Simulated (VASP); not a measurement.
# MgO in VASP: further runs, part 2 of 2

VASP 6.6.1. Earlier steps stand in the parts before.

## Step 4: Single point, r2SCAN (shear xy strain -5.0%)

Input file POSCAR:

```
MgO
1.0
   -0.0525541854      2.1021674167      2.1021674167
    2.1021674167     -0.0525541854      2.1021674167
    2.0496132312      2.0496132312      0.0000000000
Mg O
1 1
Direct
    0.0000000000      0.0000000000      0.0000000000
    0.5000000000      0.5000000000      0.5000000000
```

Input file INCAR.step1:

```
PREC     = Accurate       # precision mode
ENCUT    = 920            # plane-wave cutoff, eV
ISMEAR   = 0              # smearing method
SIGMA    = 0.01           # smearing width, eV
LREAL    = False          # projectors in reciprocal space
LASPH    = True           # aspherical terms in the spheres
NELM     = 120            # most SCF steps
NBANDS   = 15             # bands
GGA      = PE             # functional
ALGO     = Normal         # electronic algorithm
EDIFF    = 1E-5           # SCF threshold, eV
LWAVE    = True           # write WAVECAR
LCHARG   = False          # write CHGCAR
GGA_COMPAT= False
```

Input file INCAR.step2:

```
PREC     = Accurate       # precision mode
ENCUT    = 920            # plane-wave cutoff, eV
EDIFF    = 1E-6           # SCF threshold, eV
ISMEAR   = 0              # smearing method
SIGMA    = 0.01           # smearing width, eV
LREAL    = False          # projectors in reciprocal space
LASPH    = True           # aspherical terms in the spheres
NELM     = 120            # most SCF steps
ALGO     = Normal         # electronic algorithm
ISIF     = 2              # what is computed and relaxed
LWAVE    = False          # write WAVECAR
LCHARG   = False          # write CHGCAR
METAGGA  = R2SCAN         # meta-GGA
LMIXTAU  = True         
NBANDS   = 15             # bands
ISTART   = 1            
GGA_COMPAT= False
```

Input file KPOINTS:

```
regular mesh
0
Gamma
  10 10 10
```

Potentials or basis: VASP PAW PBE potentials, release 64 (Mg_sv, O).

Run with:

```sh
$ cat potpaw_PBE.64/Mg_sv/POTCAR potpaw_PBE.64/O/POTCAR > POTCAR
$ cp INCAR.step1 INCAR
$ mpirun -np 1 vasp_std > vasp.out
$ cp INCAR.step2 INCAR
$ mpirun -np 1 vasp_std > vasp.out
```

OUTCAR:

```text
PREC = Accurate
   ENCUT = 920
   EDIFF = 1E-6
   ISMEAR = 0
   LREAL = False
   LASPH = True
   NELM = 120
   ISIF = 2
   METAGGA = R2SCAN
   ISTART = 1

 ion  position               nearest neighbor table
   1  0.000  0.000  0.000-   2 2.10   2 2.10   2 2.10   2 2.10   2 2.10   2 2.10
   2  0.500  0.500  0.500-   1 2.10   1 2.10   1 2.10   1 2.10   1 2.10   1 2.10

  LATTYP: Found a body centered orthorhombic cell.
 ALAT       =     2.8985908292
 B/A-ratio  =     1.0512820513
 C/A-ratio  =     1.4504754486

  Lattice vectors:

 A1 = (   0.0525541854,  -2.1021674167,  -2.1021674167)
 A2 = (  -0.0525541855,   2.1021674166,  -2.1021674167)
 A3 = (   2.1021674167,  -0.0525541854,   2.1021674167)

Analysis of symmetry for initial positions (statically):
=====================================================================
 Subroutine PRICEL returns:
 Original cell was already a primitive cell.

 Routine SETGRP: Setting up the symmetry group for a
 body centered orthorhombic supercell.

 Subroutine GETGRP returns: Found  8 space group operations
 (whereof  8 operations were pure point group operations)
 out of a pool of  8 trial point group operations.

The static configuration has the point symmetry D_2h.

Analysis of symmetry for dynamics (positions and initial velocities):
=====================================================================
 Subroutine PRICEL returns:
 Original cell was already a primitive cell.

 Routine SETGRP: Setting up the symmetry group for a
 body centered orthorhombic supercell.

 Subroutine GETGRP returns: Found  8 space group operations
 (whereof  8 operations were pure point group operations)
 out of a pool of  8 trial point group operations.

The dynamic configuration has the point symmetry D_2h.

 Subroutine INISYM returns: Found  8 space group operations
 (whereof  8 operations are pure point group operations),
 and found     1 'primitive' translations

----------------------------------------------------------------------------------------

                                     Primitive cell

  volume of cell :      18.5678

  direct lattice vectors                    reciprocal lattice vectors
    -0.052554185  2.102167417  2.102167417    -0.232048539  0.232048539  0.237849753
     2.102167417 -0.052554185  2.102167417     0.232048539 -0.232048539  0.237849753
     2.049613231  2.049613231  0.000000000     0.243948464  0.243948464 -0.237849753

  length of vectors
     2.973378153  2.973378153  2.898590829     0.405296871  0.405296871  0.419039630

  position of ions in fractional coordinates (direct lattice)
     0.000000000  0.000000000  0.000000000
     0.500000000  0.500000000  0.500000000

  ion indices of the primitive-cell ions
   primitive index   ion index
                 1           1
                 2           2

----------------------------------------------------------------------------------------

 KPOINTS: regular mesh

Automatic generation of k-mesh.
 Grid dimensions read from file:
 generate k-points for:   10   10   10

 Generating k-lattice:

  Cartesian coordinates                     Fractional coordinates (reciprocal lattice)
    -0.023204854  0.023204854  0.023784975     0.100000000 -0.000000000  0.000000000
[... 42 lines left out ...]
   number of dos      NEDOS =    301   number of ions     NIONS =      2
   total plane-waves  NPLWV =  27000
   dimension x,y,z NGX =    30 NGY =   30 NGZ =   30
   dimension x,y,z NGXF=    60 NGYF=   60 NGZF=   60
   ions per type =               1   1
   NGX,Y,Z   is equivalent  to a cutoff of  16.77, 16.77, 17.21 a.u.
   NGXF,Y,Z  is equivalent  to a cutoff of  33.55, 33.55, 34.41 a.u.
 SYSTEM =  unknown system
   PREC   = accura    normal or accurate (medium, high low for compatibility)
   ISTART =      1    job   : 0-new  1-cont  2-samecut
   ICHARG =      0    charge: 1-file 2-atom 10-const
   ISPIN  =      1    spin polarized calculation?
   LNONCOLLINEAR =      F non collinear calculations
   LSORBIT =      F    spin-orbit coupling
   LASPH  =      T    aspherical Exc in radial PAW
   ENCUT  =  920.0 eV  67.62 Ry    8.22 a.u.   7.35  7.35  7.17*2*pi/ulx,y,z
   NELM   =    120;   NELMIN=  2; NELMDL=  0     # of ELM steps
   EDIFF  = 0.1E-05   stopping-criterion for ELM
   LREAL  =      F    real-space projection
   EDIFFG = 0.1E-04   stopping-criterion for IOM
   NSW    =      0    number of steps for IOM
   IBRION =     -1    ionic relax: 0-MD 1-quasi-New 2-CG
   NFREE  =      0    steps in history (QN), initial steepest desc. (CG)
   ISIF   =      2    stress and relaxation
   ISYM   =      2    0-nonsym 1-usesym 2-fastsym
   POTIM  = 0.5000    time-step for ionic-motion
   TEBEG  =    0.0;   TEEND  =   0.0 temperature during run
   PSTRESS=    0.0 pullay stress
   NELECT =      16.0000    total number of electrons
   NUPDOWN=      -1.0000    fix difference up-down
   EMIN   =  10.00;   EMAX   =-10.00  energy-range for DOS
   EFERMI =   0.00;   METHOD = LEGACY
   ISMEAR =     0;   SIGMA  =   0.01  broadening in eV -4-tet -1-fermi 0-gaus
   EFERMI_NEDOS =   21; number of points for ismear=-14 and -15
   IALGO  =     38    algorithm
   IMIX   =      4    mixing-type and parameters
     AMIX     =   0.40;   BMIX     =  1.00
     AMIX_MAG =   1.60;   BMIX_MAG =  1.00
  volume/ion in A,a.u.               =       9.28        62.65
  Fermi-wavevector in a.u.,A,eV,Ry     =   1.557859  2.943926 33.020297  2.426923
  Thomas-Fermi vector in A             =   2.661448
   LORBIT       =      0    0 simple, 1 ext, 2 COOP (PROOUT), +10 PAW based schemes
   METAGGA = R2SCAN    functional components
   LHFCALC =     F    Hartree Fock is set to
   AEXX    =    0.0000 exact exchange contribution
   IVDW    =     0    specifies the selected vdW correction
   LEPSILON=     F    determine dielectric tensor
   LRPA    =     F    only Hartree local field effects (RPA)
 non-spin polarized calculation
 Gauss-broadening in eV      SIGMA  =   0.01
  energy-cutoff  :      920.00
  volume of cell :       18.57
 maximum number of plane-waves:      1199
 NGX is ok and might be reduce to    30
   NGX = 15   NGY = 15   NGZ = 15

 number of electron      15.9999997 magnetization

 Free energy of the ion-electron system (eV)
  ---------------------------------------------------
  ext. energy  EPLUGINS =         0.00000000
  ---------------------------------------------------
  free energy    TOTEN  =       -16.13242254 eV

  energy without entropy =      -16.13242254  energy(sigma->0) =      -16.13242254

 E-fermi :   2.8965     XC(G=0): -12.0763

 val. band max:        2.7552217852   @ k =   0.0000   0.0000   0.0000
 cond. band min:       8.2299710496   @ k =   0.0000   0.0000   0.0000
 fundamental gap:      5.4747492644
 Fermi energy:         2.8964745864

 k-point     1 :       0.0000    0.0000    0.0000
  band No.  band energies     occupation
      1     -72.4103      2.00000
      2     -37.5068      2.00000
      3     -37.4956      2.00000
      4     -37.4855      2.00000
      5     -15.6628      2.00000
      6       2.3725      2.00000
      7       2.5476      2.00000
      8       2.7552      2.00000
      9       8.2300      0.00000
     10      18.7178      0.00000
     11      19.4906      0.00000
     12      20.2218      0.00000
     13      23.5296      0.00000
     14      25.4194      0.00000
[... 401 lines left out ...]
      2     -37.5553      2.00000
      3     -37.5268      2.00000
      4     -37.5108      2.00000
      5     -14.4480      2.00000
      6      -1.0537      2.00000
      7       1.0053      2.00000
      8       1.7414      2.00000
      9      13.1839      0.00000
     10      13.7415      0.00000
     11      17.5062      0.00000
     12      21.8811      0.00000
     13      22.7593      0.00000
     14      29.1091      0.00000
     15      31.1742      0.00000

 [... further k-points ...]

------------------------ aborting loop because EDIFF is reached ----------------------------------------

  FORCE on cell =-STRESS in cart. coord.  units (eV):
  Direction    XX          YY          ZZ          XY          YZ          ZX
  --------------------------------------------------------------------------------------
  -------------------------------------------------------------------------------------
  Total        0.1002668      0.1002668      0.0323562      0.8935125      0.0000000      0.0000000
  in kB        8.6518152      8.6518152      2.7919530     77.0993749      0.0000000      0.0000000
  external PRESSURE =       6.6985278 kB  Pullay stress =       0.0000000 kB

 VOLUME and BASIS-vectors are now :
 -----------------------------------------------------------------------------
  energy-cutoff  :      920.00
  volume of cell :       18.57
      direct lattice vectors                 reciprocal lattice vectors
    -0.052554185  2.102167417  2.102167417    -0.232048539  0.232048539  0.237849753
     2.102167417 -0.052554185  2.102167417     0.232048539 -0.232048539  0.237849753
     2.049613231  2.049613231  0.000000000     0.243948464  0.243948464 -0.237849753

 POSITION                                       TOTAL-FORCE (eV/Angst)
 -----------------------------------------------------------------------------------
      0.00000      0.00000      0.00000         0.000000     -0.000000     -0.000000
      2.04961      2.04961      2.10217        -0.000000      0.000000      0.000000
 -----------------------------------------------------------------------------------
    total drift:                                0.000000      0.000000      0.000000

  FREE ENERGIE OF THE ION-ELECTRON SYSTEM (eV)
  ---------------------------------------------------
  free  energy   TOTEN  =       -16.1324225354 eV

  energy  without entropy=      -16.1324225354  energy(sigma->0) =      -16.13242254
```

Wall time 8.3 min (1 thread of Intel Xeon Platinum 8259CL at 2.50GHz (Skylake/Cascade Lake), shared host); peak memory 0.24 GiB.

What came out:

* Free energy: -16.1324 eV
* Pressure: 0.7 GPa
* Band gap on the k mesh: 5.47 eV

Stress tensor (GPa, compression positive):
```
0.87 7.71 0.00
7.71 0.87 0.00
0.00 0.00 0.28
```

Caveat: the cell differs from its parent crystal (shear xy strain -5.0%); the PAW data sets were made with another functional, which shifts forces and pressure a little.

## Step 5: Single point, HSE06 (uniaxial z strain +3.0%)

Input file POSCAR:

```
MgO
1.0
    0.0000000000      2.1021674167      2.1652324392
    2.1021674167      0.0000000000      2.1652324392
    2.1021674167      2.1021674167      0.0000000000
Mg O
1 1
Direct
    0.0000000000      0.0000000000      0.0000000000
    0.5000000000      0.5000000000      0.5000000000
```

Input file INCAR.step1:

```
ALGO     = Normal         # electronic algorithm
EDIFF    = 1E-5           # SCF threshold, eV
ENCUT    = 520            # plane-wave cutoff, eV
GGA      = PE             # functional
ISIF     = 2              # what is computed and relaxed
ISMEAR   = 0              # smearing method
LASPH    = True           # aspherical terms in the spheres
LREAL    = False          # projectors in reciprocal space
LWAVE    = True           # write WAVECAR
NBANDS   = 11             # bands
NELM     = 80             # most SCF steps
PREC     = Accurate       # precision mode
SIGMA    = 0.01           # smearing width, eV
```

Input file INCAR.step2:

```
ALGO     = Normal         # electronic algorithm
EDIFF    = 1E-6           # SCF threshold, eV
ENCUT    = 520            # plane-wave cutoff, eV
GGA      = PE             # functional
HFSCREEN = 0.2079         # screening, 1/A
ISIF     = 2              # what is computed and relaxed
ISMEAR   = 0              # smearing method
ISTART   = 1            
LASPH    = True           # aspherical terms in the spheres
LCHARG   = True           # write CHGCAR
LELF     = True           # ELF
LHFCALC  = True           # exact exchange
LREAL    = False          # projectors in reciprocal space
LVHAR    = True         
LWAVE    = False          # write WAVECAR
NBANDS   = 11             # bands
NELM     = 80             # most SCF steps
PREC     = Accurate       # precision mode
PRECFOCK = Normal       
SIGMA    = 0.01           # smearing width, eV
```

Input file KPOINTS:

```
k-points
0
Gamma
  8 8 8
```

Potentials or basis: VASP PAW PBE potentials, release 64 (Mg, O).

Run with:

```sh
$ cat potpaw_PBE.64/Mg/POTCAR potpaw_PBE.64/O/POTCAR > POTCAR
$ cp INCAR.step1 INCAR
$ mpirun -np 1 vasp_std > vasp.out
$ cp INCAR.step2 INCAR
$ mpirun -np 1 vasp_std > vasp.out
```

Run time: 69 min. Hardware: 1 thread of Intel Xeon 8259CL, shared host; peak memory 0.27 GiB.

The run converged. Its results:

```yaml
Free_energy: -14.1945 eV
Pressure: -5.0 GPa
Band_gap_on_the_k_mesh: 6.12 eV
```

Stress tensor (GPa, compression positive):
```
-3.41  0.00  0.00
 0.00 -3.41  0.00
 0.00  0.00 -8.28
```

Levels at points of the mesh, in eV from the valence-band top:
```csv
k point,band 1,band 2,band 3,band 4,band 5,band 6,band 7,band 8
"(0.00, 0.00, 0.00)",-18.76,-0.08,-0.08,0.00,6.12,17.35,17.66,17.66
"(0.50, 0.00, 0.00)",-17.47,-4.87,-0.77,-0.71,9.44,14.50,17.69,18.34
"(0.50, 0.50, 0.00)",-17.26,-4.39,-1.41,-1.41,10.97,11.56,14.76,21.16
"(0.50, 0.00, 0.50)",-17.18,-4.30,-1.64,-1.42,10.66,11.50,15.15,20.51
```

Caveat: the cell differs from its parent crystal (uniaxial z strain +3.0%); the cell stands under tension; the PAW data sets were made with another functional, which shifts forces and pressure a little.

## Step 6: Overview

| level | potentials or basis | cell | k mesh | cutoff (eV) | grid for exact exchange (PRECFOCK) | share of exact exchange | screening parameter | gap on the mesh (eV) | pressure (GPa) |
| --- | --- | --- | --- | --- | --- | --- | --- | --- | --- |
| r2SCAN | VASP PAW PBE potentials, release 64 (Mg_sv, O) | a = 3.018, b = 3.018, c = 2.973 Å, angles 60.5, 60.5, 59.0°, 2 atoms | 10 × 10 × 10 | 920 | - | - | - | 5.36 | -3.8 |
| HSE06 | VASP PAW PBE potentials, release 64 (Mg, O) | a = 2.973, b = 2.973, c = 2.899 Å, angles 60.8, 60.8, 61.7°, 2 atoms | 8 × 8 × 8 | 520 | Normal | 0.25 | 0.2079 1/Å | 6.28 | -0.5 |
| r2SCAN | VASP PAW PBE potentials, release 64 (Mg_sv, O) | a = 2.973, b = 2.973, c = 2.899 Å, angles 60.8, 60.8, 61.7°, 2 atoms | 10 × 10 × 10 | 920 | - | - | - | 5.47 | 0.7 |
| HSE06 | VASP PAW PBE potentials, release 64 (Mg, O) | a = 3.018, b = 3.018, c = 2.973 Å, angles 60.5, 60.5, 59.0°, 2 atoms | 8 × 8 × 8 | 520 | Normal | 0.25 | 0.2079 1/Å | 6.12 | -5.0 |

Alike in all rows: task single point; no spin polarisation; smearing gaussian 0.01 eV.

Caveats: the PAW data sets were made with another functional, which shifts forces and pressure a little; the stress differs along the axes, from -7 to -2 GPa (at least some runs); the cell stands under tension (at least some runs).

Total energies depend on the potentials used, so only differences within one code and one set of settings carry meaning.
